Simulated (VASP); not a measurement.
# Os (Im-3m) in VASP: notebook, part 2 of 2

VASP 6.6.1.

**3. Single point, RPBE**

This run uses another cell than the first one, of 14.95 Å³/atom.

Contents of INCAR:

```
SYSTEM = Os
PREC = Accurate
ENCUT = 520
EDIFF = 1E-6
ISMEAR = -1
SIGMA = 0.1
LREAL = .FALSE.
LASPH = .TRUE.
NELM = 80
ALGO = Normal
ISIF = 2
LWAVE = .FALSE.
LCHARG = .TRUE.
GGA = RP
LELF = .TRUE.
LVHAR = .TRUE.
NBANDS = 10
```

Contents of KPOINTS:

```
regular mesh
0
G
  23 23 23
  0 0 0
```

Contents of POSCAR:

```
Os
1.0
   -1.5520088194      1.5520088194      1.5520088194
    1.5520088194     -1.5520088194      1.5520088194
    1.5520088194      1.5520088194     -1.5520088194
Os
1
Direct
    0.0000000000      0.0000000000      0.0000000000
```

Potentials or basis: VASP PAW PBE potentials, release 64 (Os).

Started as:

```console
$ cat potpaw_PBE.64/Os/POTCAR > POTCAR
$ mpirun -np 1 vasp_std > vasp.out
```

OUTCAR:

```text
SYSTEM = Os
   PREC = Accurate
   ENCUT = 520
   EDIFF = 1E-6
   ISMEAR = -1
   LREAL = .FALSE.
   LASPH = .TRUE.
   NELM = 80
   ISIF = 2
   GGA = RP

 ion  position               nearest neighbor table
   1  0.000  0.000  0.000-

  LATTYP: Found a body centered cubic cell.
 ALAT       =     3.1040176388

  Lattice vectors:

 A1 = (  -1.5520088194,   1.5520088194,   1.5520088194)
 A2 = (   1.5520088194,  -1.5520088194,   1.5520088194)
 A3 = (   1.5520088194,   1.5520088194,  -1.5520088194)

Analysis of symmetry for initial positions (statically):
=====================================================================
 Subroutine PRICEL returns:
 Original cell was already a primitive cell.

 Routine SETGRP: Setting up the symmetry group for a
 body centered cubic supercell.

 Subroutine GETGRP returns: Found 48 space group operations
 (whereof 48 operations were pure point group operations)
 out of a pool of 48 trial point group operations.

The static configuration has the point symmetry O_h .

Analysis of symmetry for dynamics (positions and initial velocities):
=====================================================================
 Subroutine PRICEL returns:
 Original cell was already a primitive cell.

 Routine SETGRP: Setting up the symmetry group for a
 body centered cubic supercell.

 Subroutine GETGRP returns: Found 48 space group operations
 (whereof 48 operations were pure point group operations)
 out of a pool of 48 trial point group operations.

The dynamic configuration has the point symmetry O_h .

 Subroutine INISYM returns: Found 48 space group operations
 (whereof 48 operations are pure point group operations),
 and found     1 'primitive' translations

----------------------------------------------------------------------------------------

                                     Primitive cell

[... 110 lines left out ...]
  Fermi-wavevector in a.u.,A,eV,Ry     =   1.328997  2.511440 24.031057  1.766233
  Thomas-Fermi vector in A             =   2.458192
   LORBIT       =      0    0 simple, 1 ext, 2 COOP (PROOUT), +10 PAW based schemes
   GGA     = RP    functional components
   LHFCALC =     F    Hartree Fock is set to
   AEXX    =    0.0000 exact exchange contribution
   IVDW    =     0    specifies the selected vdW correction
   LEPSILON=     F    determine dielectric tensor
   LRPA    =     F    only Hartree local field effects (RPA)
 non-spin polarized calculation
  energy-cutoff  :      520.00
  volume of cell :       14.95
 maximum number of plane-waves:       420
   NGX =  9   NGY =  9   NGZ =  9

 number of electron       7.9999998 magnetization

 Free energy of the ion-electron system (eV)
  ---------------------------------------------------
  ext. energy  EPLUGINS =         0.00000000
  ---------------------------------------------------
  free energy    TOTEN  =        -9.75264693 eV

  energy without entropy =       -9.70276628  energy(sigma->0) =       -9.72770660

 E-fermi :   8.8272     XC(G=0): -13.6279

 val. band max:        8.8249158225   @ k =   0.3043   0.2174   0.0435
 cond. band min:       8.8288133105   @ k =   0.3478   0.0870   0.0870
 fundamental gap:      0.0038974881
 Fermi energy:         8.8271683707

 k-point     1 :       0.0000    0.0000    0.0000
  band No.  band energies     occupation
      1      -1.7617      2.00000
      2       5.6360      2.00000
      3       5.6360      2.00000
      4       5.6360      2.00000
      5       8.7749      1.25552
      6       8.7749      1.25551
      7      24.9937      0.00000
      8      24.9937      0.00000
      9      24.9937      0.00000
     10      36.4111      0.00000
[... 287 lines left out ...]
 k-point    24 :       0.0870    0.0870    0.0000
  band No.  band energies     occupation
      1      -0.7641      2.00000
      2       5.2539      2.00000
      3       5.3837      2.00000
      4       6.6377      2.00000
      5       8.2064      1.99598
      6       8.8742      0.76892
      7      25.6163      0.00000
      8      26.1618      0.00000
      9      26.3874      0.00000
     10      31.4576      0.00000

 [... further k-points ...]

------------------------ aborting loop because EDIFF is reached ----------------------------------------

  FORCE on cell =-STRESS in cart. coord.  units (eV):
  Direction    XX          YY          ZZ          XY          YZ          ZX
  --------------------------------------------------------------------------------------
  -------------------------------------------------------------------------------------
  Total       -0.0202677     -0.0202677     -0.0202677      0.0000000      0.0000000      0.0000000
  in kB       -2.1715653     -2.1715653     -2.1715653      0.0000000      0.0000000      0.0000000
  external PRESSURE =      -2.1715653 kB  Pullay stress =       0.0000000 kB

 VOLUME and BASIS-vectors are now :
 -----------------------------------------------------------------------------
  energy-cutoff  :      520.00
  volume of cell :       14.95
      direct lattice vectors                 reciprocal lattice vectors
    -1.552008819  1.552008819  1.552008819     0.000000000  0.322163118  0.322163118
     1.552008819 -1.552008819  1.552008819     0.322163118  0.000000000  0.322163118
     1.552008819  1.552008819 -1.552008819     0.322163118  0.322163118  0.000000000

 POSITION                                       TOTAL-FORCE (eV/Angst)
 -----------------------------------------------------------------------------------
      0.00000      0.00000      0.00000        -0.000000      0.000000     -0.000000
 -----------------------------------------------------------------------------------
    total drift:                                0.000000     -0.000000      0.000000

  FREE ENERGIE OF THE ION-ELECTRON SYSTEM (eV)
  ---------------------------------------------------
  free  energy   TOTEN  =        -9.7526469265 eV

  energy  without entropy=       -9.7027662799  energy(sigma->0) =       -9.72770660
```

OSZICAR:

```text
N       E                     dE             d eps       ncg     rms          rms(c)
DAV:   1     0.346655510655E+02    0.34666E+02   -0.41301E+03  7536   0.734E+02
DAV:   2    -0.924347824607E+01   -0.43909E+02   -0.41195E+02  7512   0.193E+02
DAV:   3    -0.103507280305E+02   -0.11072E+01   -0.10965E+01  8522   0.283E+01
DAV:   4    -0.103537229200E+02   -0.29949E-02   -0.29940E-02  8032   0.166E+00
DAV:   5    -0.103537336508E+02   -0.10731E-04   -0.10730E-04  8172   0.905E-02    0.148E+01
DAV:   6    -0.988637952973E+01    0.46735E+00   -0.55306E-01  8474   0.569E+00    0.692E+00
DAV:   7    -0.975586279269E+01    0.13052E+00   -0.40402E-01  8920   0.461E+00    0.593E-01
DAV:   8    -0.975375217708E+01    0.21106E-02   -0.18901E-03  7722   0.385E-01    0.416E-01
DAV:   9    -0.975265056768E+01    0.11016E-02   -0.87837E-04  7864   0.315E-01    0.177E-02
DAV:  10    -0.975264980924E+01    0.75844E-06   -0.12445E-05  8092   0.251E-02    0.687E-03
DAV:  11    -0.975264703135E+01    0.27779E-05   -0.12776E-06  4756   0.155E-02    0.173E-03
DAV:  12    -0.975264692645E+01    0.10489E-06   -0.53356E-08  4030   0.219E-03
   1 F= -.97526469E+01 E0= -.97277066E+01  d E =-.498806E-01
```

stdout:

```text
POSCAR found type information on POSCAR Os
 POSCAR found :  1 types and       1 ions
 scaLAPACK will be used
 -----------------------------------------------------------------------------
|                                                                             |
|                                                                             |
|     You enforced a specific xc type in the INCAR file but a different       |
|     I HOPE YOU KNOW WHAT YOU ARE DOING!                                     |
|                                                                             |
 -----------------------------------------------------------------------------

 LDA part: xc-table for (Slater+PW92), standard interpolation
 POSCAR, INCAR and KPOINTS ok, starting setup
 FFT: planning ... GRIDC
 FFT: planning ... GRID_SOFT
 FFT: planning ... GRID
 WAVECAR not read
 entering main loop
```

It took 48 s on 1 thread of Intel Xeon 8259CL, shared host; peak memory 0.17 GiB.

What came out:

```yaml
Free_energy: -9.7526 eV
Pressure: -0.2 GPa
Band_gap_on_the_k_mesh: zero (bands 4 and 5 overlap by 4.16 eV)
```

Levels at points of the mesh, in eV from the Fermi level:
```csv
k point,band 2,band 3,band 4,band 5,band 6,band 7
"(0.00, 0.00, 0.00)",-3.19,-3.19,-3.19,-0.05,-0.05,16.17
```

Caveat: the PAW data sets were made with another functional, which shifts forces and pressure a little; spin-orbit coupling is left out, which moves the levels of the heavy elements.
